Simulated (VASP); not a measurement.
## Mg5NiS6: relaxation of cell and atoms with PBE

Crystal: Mg5NiS6.

```
Mg Ni S
1.0
     3.65680   -0.07581   -0.06667
    -1.89405    3.18860    0.03443
    -0.32385    0.00615   17.74421
Mg Ni S
5 1 6
Direct
  0.33776 0.72685 0.84323
  0.71369 0.34819 0.66735
  0.94126 0.99392 0.48943
  0.37466 0.76712 0.32689
  0.70927 0.36730 0.17151
  0.01246 0.95394 0.99520
  0.68052 0.34377 0.92404
  0.31881 0.64198 0.06173
  0.03178 0.01475 0.77072
  0.33411 0.65904 0.59563
  0.59455 0.29175 0.41070
  0.95112 0.89139 0.24358
```

| Item | Value |
| --- | --- |
| Program | VASP 6.6.1 |
| Task | relaxation of cell and atoms |
| Functional | PBE |
| Potentials or basis | VASP PAW PBE potentials, release 64 (Mg, Ni, S) |
| Cutoff | 600 eV |
| k mesh | 6 × 6 × 1 |
| Occupations | gaussian, width 0.1 eV |
| Spin | collinear spin |
| Starting moments | [0.0, 0.0, 0.0, 0.0, 0.0, 1.45, 0.22, 0.22, 0.0, 0.0, 0.0, 0.0] μB |
| Dipole correction | no |
| Further INCAR settings | ALGO = Normal; EDIFF = 1e-07; IBRION = 2; EDIFFG = -0.025; NSW = 80; ISIF = 3 |

* Relaxed volume: 17.19 Å³/atom
* Relaxed cell: a = 3.661 Å, b = 3.660 Å, c = 17.782 Å, α = 90.02°, β = 90.01°, γ = 119.99°
* Space group after relaxing (to 0.05 Å): P-3m1 (No. 164)
* Energy gained by relaxing: 223.1 meV/atom
* Ionic steps: 24
* Pressure after relaxing: 0.0 GPa
* Largest force after relaxing: 0.022 eV/Å
* Band gap on the k mesh: 0.43 eV, indirect (least direct gap 0.71 eV)
* Net moment: 2.00 μB per cell
* Site moments: Mg +0.01, +0.00; Ni +1.29; S +0.18, +0.01, +0.00 μB
* Valence electrons inside the program's atomic spheres: Mg 0.30; Ni 8.92; S 3.74, 3.82

Forces on the atoms (eV/Å):
```
Mg   0.003  0.005  0.011
Mg  -0.002 -0.010  0.008
Mg   0.004  0.002 -0.004
Mg  -0.003  0.003  0.010
Mg   0.012  0.009 -0.005
Ni  -0.009 -0.004 -0.020
S   -0.011  0.009  0.013
S   -0.004 -0.002 -0.008
S    0.007 -0.006 -0.004
S   -0.003  0.002  0.007
S    0.011 -0.003 -0.005
S   -0.005 -0.003 -0.004
```

Step by step:
```tsv
step	energy change (eV)	largest force (eV/Å)	pressure (GPa)	volume (Å³)
1	0.0000	5.2098	6.20	204.28
2	-1.8415	1.0324	-4.20	224.23
3	-1.8424	1.0041	-3.94	223.36
4	-2.3129	0.8257	-1.00	211.82
5	-2.3931	0.6994	1.22	205.31
6	-2.5176	0.4585	0.36	206.54
7	-2.5555	0.4749	-0.26	207.74
8	-2.6069	0.2868	-0.12	207.05
9	-2.6269	0.2739	0.12	206.26
10	-2.6476	0.1628	-0.07	206.63
11	-2.6563	0.1421	-0.26	207.07
12	-2.6657	0.0854	0.28	205.61
13	-2.6661	0.0949	0.41	205.26
14	-2.6699	0.0594	-0.28	207.03
15	-2.6704	0.0670	-0.11	206.59
16	-2.6725	0.0448	-0.01	206.33
17	-2.6729	0.0526	0.05	206.16
18	-2.6741	0.0355	-0.02	206.34
19	-2.6745	0.0406	-0.08	206.50
20	-2.6754	0.0299	0.10	206.02
21	-2.6755	0.0311	0.15	205.88
22	-2.6762	0.0317	0.02	206.20
23	-2.6763	0.0330	-0.06	206.42
24	-2.6767	0.0222	-0.02	206.32
```

Final structure:
```
Mg Ni S
1.0
     3.66075   -0.00135   -0.00198
    -1.82807    3.17019   -0.00043
     0.00569   -0.00269   17.78183
Mg Ni S
5 1 6
Cartesian
  0.0088 2.1102 14.9465
  1.8334 1.0607 11.9166
  3.6575 -0.0009 8.8877
  0.0001 2.1106 5.8592
  1.8298 1.0503 2.8329
  -1.8194 3.1685 0.0046
  1.8460 1.0492 16.4856
  0.0074 2.1103 1.2964
  0.0030 0.0024 13.4337
  0.0019 2.1147 10.4023
  1.8259 1.0560 7.3745
  1.8331 3.1662 4.3455
```

Levels at points of the mesh, in eV from the valence-band top:
Spin up:
| k point | band 26 | band 27 | band 28 | band 29 | band 30 | band 31 | band 32 | band 33 |
| --- | --- | --- | --- | --- | --- | --- | --- | --- |
| (0.00, 0.00, 0.00) | -0.94 | -0.86 | -0.01 | 0.00 | 2.87 | 3.67 | 3.88 | 3.94 |
| (0.50, 0.00, 0.00) | -1.80 | -1.66 | -0.37 | -0.26 | 1.80 | 2.77 | 2.82 | 3.68 |
| (0.00, 0.50, 0.00) | -1.80 | -1.67 | -0.36 | -0.27 | 1.80 | 2.76 | 2.82 | 3.67 |
| (0.50, 0.50, 0.00) | -1.80 | -1.67 | -0.36 | -0.27 | 1.80 | 2.76 | 2.82 | 3.67 |
Spin down:
| k point | band 25 | band 26 | band 27 | band 28 | band 29 | band 30 |
| --- | --- | --- | --- | --- | --- | --- |
| (0.00, 0.00, 0.00) | -0.81 | -0.80 | -0.72 | 1.16 | 1.17 | 2.92 |
| (0.50, 0.00, 0.00) | -1.27 | -1.08 | -1.04 | 0.97 | 0.99 | 1.89 |
| (0.00, 0.50, 0.00) | -1.27 | -1.08 | -1.04 | 0.98 | 0.98 | 1.88 |
| (0.50, 0.50, 0.00) | -1.27 | -1.08 | -1.04 | 0.98 | 0.98 | 1.88 |

It took 31 min on 4 MPI ranks on Intel(R) Xeon(R) 6975P-C (Granite Rapids), with other jobs on the host, peak memory 0.69 GiB a rank.

Caveat: a cell with one magnetic atom can't hold antiferromagnetic order, which such compounds often take. A k mesh can miss the band edges.
